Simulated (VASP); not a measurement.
# Ni (I4/mmm) in VASP: single point with PBE

Aim: the single point of Ni with PBE.

Everything below comes from runs of VASP 6.6.1. Logs are shortened: lines on timing, memory, paths and dates and some standing lists are left out, and cuts for length are marked.

## 1. The cell of the first run

It takes space group I4/mmm (No. 139, tetragonal). Conventional cell: a = 2.575 Å, b = 2.575 Å, c = 3.430 Å, α = 90.00°, β = 90.00°, γ = 90.00°. Within 3.5 Å of Ni (site symmetry 4/mmm) lie 14 Ni at 2.50 to 3.43 Å.

## 2. Single point, PBE, collinear spin, ferromagnetic start (strain +0.030 along x and y, -0.030 along z)

INCAR reads:

```
PREC = Accurate
ENCUT = 520
EDIFF = 1E-6
ISMEAR = 0
SIGMA = 0.15
LREAL = False
LASPH = True
NELM = 150
ALGO = Normal
ISIF = 2
LWAVE = False
LCHARG = True
ISPIN = 2
MAGMOM = 0.81
LORBIT = 11
LMAXMIX = 4
GGA = PE
LELF = True
LVHAR = True
NBANDS = 15
```

KPOINTS reads:

```
regular mesh
0
Gamma
  22 22 22
```

POSCAR reads:

```
Ni
1.0
    0.0000000000      1.8209885000      1.7149115000
    1.8209885000      0.0000000000      1.7149115000
    1.8209885000      1.8209885000      0.0000000000
Ni
1
Direct
    0.0000000000      0.0000000000      0.0000000000
```

Potentials or basis: VASP PAW PBE potentials, release 64 (Ni).

On the command line:

```
$ cat potpaw_PBE.64/Ni/POTCAR > POTCAR
$ mpirun -np 1 vasp_std > vasp.out
```

OUTCAR:

```text
PREC = Accurate
   ENCUT = 520
   EDIFF = 1E-6
   ISMEAR = 0
   LREAL = False
   LASPH = True
   NELM = 150
   ISIF = 2
   ISPIN = 2
   LORBIT = 11
   GGA = PE

 ion  position               nearest neighbor table
   1  0.000  0.000  0.000-

  LATTYP: Found a body centered tetragonal cell.
 ALAT       =     2.5752666336
 C/A-ratio  =     1.3318321898

  Lattice vectors:

 A1 = (   0.0000000000,  -1.8209885000,  -1.7149115000)
 A2 = (   0.0000000000,   1.8209885000,  -1.7149115000)
 A3 = (   1.8209885000,   0.0000000000,   1.7149115000)

Analysis of symmetry for initial positions (statically):
=====================================================================
 Subroutine PRICEL returns:
 Original cell was already a primitive cell.

 Routine SETGRP: Setting up the symmetry group for a
 body centered tetragonal supercell.

 Subroutine GETGRP returns: Found 16 space group operations
 (whereof 16 operations were pure point group operations)
 out of a pool of 16 trial point group operations.

The static configuration has the point symmetry D_4h.

Analysis of symmetry for dynamics (positions and initial velocities):
=====================================================================
 Subroutine PRICEL returns:
 Original cell was already a primitive cell.

 Routine SETGRP: Setting up the symmetry group for a
 body centered tetragonal supercell.

 Subroutine GETGRP returns: Found 16 space group operations
 (whereof 16 operations were pure point group operations)
 out of a pool of 16 trial point group operations.

The dynamic configuration has the point symmetry D_4h.

Analysis of structural, dynamic, and magnetic symmetry:
=====================================================================
 Subroutine PRICEL returns:
 Original cell was already a primitive cell.

 Routine SETGRP: Setting up the symmetry group for a
 body centered tetragonal supercell.

 Subroutine GETGRP returns: Found 16 space group operations
 (whereof 16 operations were pure point group operations)
 out of a pool of 16 trial point group operations.

The overall configuration has the point symmetry D_4h.

 Subroutine INISYM returns: Found 16 space group operations
 (whereof 16 operations are pure point group operations),
 and found     1 'primitive' translations

----------------------------------------------------------------------------------------

                                     Primitive cell

  volume of cell :      11.3733

[... 125 lines left out ...]

 Free energy of the ion-electron system (eV)
  ---------------------------------------------------
  ext. energy  EPLUGINS =         0.00000000
  ---------------------------------------------------
  free energy    TOTEN  =        -5.46045897 eV

  energy without entropy =       -5.43973834  energy(sigma->0) =       -5.45009865

 E-fermi :   8.7579     XC(G=0): -12.9955

 val. band max:        8.7578846411   @ k =  -0.4091   0.1818   0.3636
 cond. band min:       8.7585895413   @ k =   0.4091   0.0000   0.0455
 fundamental gap:      0.0007049002
 Fermi energy:         8.7579005313

 spin component 1

 k-point     1 :       0.0000    0.0000    0.0000
  band No.  band energies     occupation
      1       0.0584      1.00000
      2       6.3371      1.00000
      3       6.3371      1.00000
      4       6.6635      1.00000
      5       7.3485      1.00000
      6       7.7094      1.00000
      7      32.1816      0.00000
      8      35.4690      0.00000
      9      35.4690      0.00000
     10      36.0245      0.00000
     11      38.2776      0.00000
     12      38.5878      0.00000
     13      38.5878      0.00000
     14      41.3491      0.00000
[... 403 lines left out ...]
      4       7.6736      1.00000
      5       8.1747      1.00000
      6       8.8653      0.15567
      7      14.4373      0.00000
      8      30.1689      0.00000
      9      31.4349      0.00000
     10      32.6513      0.00000
     11      35.2463      0.00000
     12      37.2484      0.00000
     13      42.5775      0.00000
     14      52.7952      0.00000
     15      53.1535      0.00000

 [... further k-points ...]

 spin component 2

 k-point     1 :       0.0000    0.0000    0.0000
  band No.  band energies     occupation
      1       0.0207      1.00000
      2       7.1047      1.00000
      3       7.1047      1.00000
      4       7.4171      1.00000
      5       7.9574      1.00000
      6       8.2949      0.99999
      7      32.0108      0.00000
      8      35.4349      0.00000
      9      35.4349      0.00000
     10      36.0462      0.00000
     11      38.3392      0.00000
     12      38.7008      0.00000
     13      38.7008      0.00000
     14      41.2212      0.00000
[... 403 lines left out ...]
      4       8.0570      1.00000
      5       8.9502      0.03495
      6       9.2299      0.00000
      7      14.8306      0.00000
      8      30.0434      0.00000
      9      31.5242      0.00000
     10      32.7218      0.00000
     11      35.2991      0.00000
     12      37.2782      0.00000
     13      42.6705      0.00000
     14      52.8970      0.00000
     15      53.2077      0.00000

 [... further k-points ...]

------------------------ aborting loop because EDIFF is reached ----------------------------------------

  FORCE on cell =-STRESS in cart. coord.  units (eV):
  Direction    XX          YY          ZZ          XY          YZ          ZX
  --------------------------------------------------------------------------------------
  -------------------------------------------------------------------------------------
  Total       -0.6461318     -0.6461318     -0.2820689      0.0000000      0.0000000      0.0000000
  in kB      -91.0218276    -91.0218276    -39.7355927      0.0000000      0.0000000      0.0000000
  external PRESSURE =     -73.9264159 kB  Pullay stress =       0.0000000 kB

 VOLUME and BASIS-vectors are now :
 -----------------------------------------------------------------------------
  energy-cutoff  :      520.00
  volume of cell :       11.37
      direct lattice vectors                 reciprocal lattice vectors
     0.000000000  1.820988500  1.714911500    -0.274576144  0.274576144  0.291560235
     1.820988500  0.000000000  1.714911500     0.274576144 -0.274576144  0.291560235
     1.820988500  1.820988500  0.000000000     0.274576144  0.274576144 -0.291560235

 POSITION                                       TOTAL-FORCE (eV/Angst)
 -----------------------------------------------------------------------------------
      0.00000      0.00000      0.00000        -0.000000      0.000000      0.000000
 -----------------------------------------------------------------------------------
    total drift:                                0.000000      0.000000      0.000000

  FREE ENERGIE OF THE ION-ELECTRON SYSTEM (eV)
  ---------------------------------------------------
  free  energy   TOTEN  =        -5.4604589700 eV

  energy  without entropy=       -5.4397383388  energy(sigma->0) =       -5.45009865

 total charge

# of ion       s       p       d       tot
------------------------------------------
    1        0.479   0.459   8.297   9.235

 magnetization (x)

# of ion       s       p       d       tot
------------------------------------------
    1       -0.006  -0.024   0.683   0.653
```

Run time: 2.7 min. Hardware: 1 thread of Intel Xeon Platinum 8488C (Sapphire Rapids), shared host; peak memory 0.31 GiB.

What came out:

```
Free energy                                           : -5.4605 eV
Pressure                                              : -7.4 GPa
Net moment                                            : 0.64 μB per cell
Site moments                                          : Ni +0.65 μB
Valence electrons inside the program's atomic spheres : Ni 9.23
```

Caveat: the cell differs from its parent crystal (strain +0.030 along x and y, -0.030 along z); the cell stands under tension.
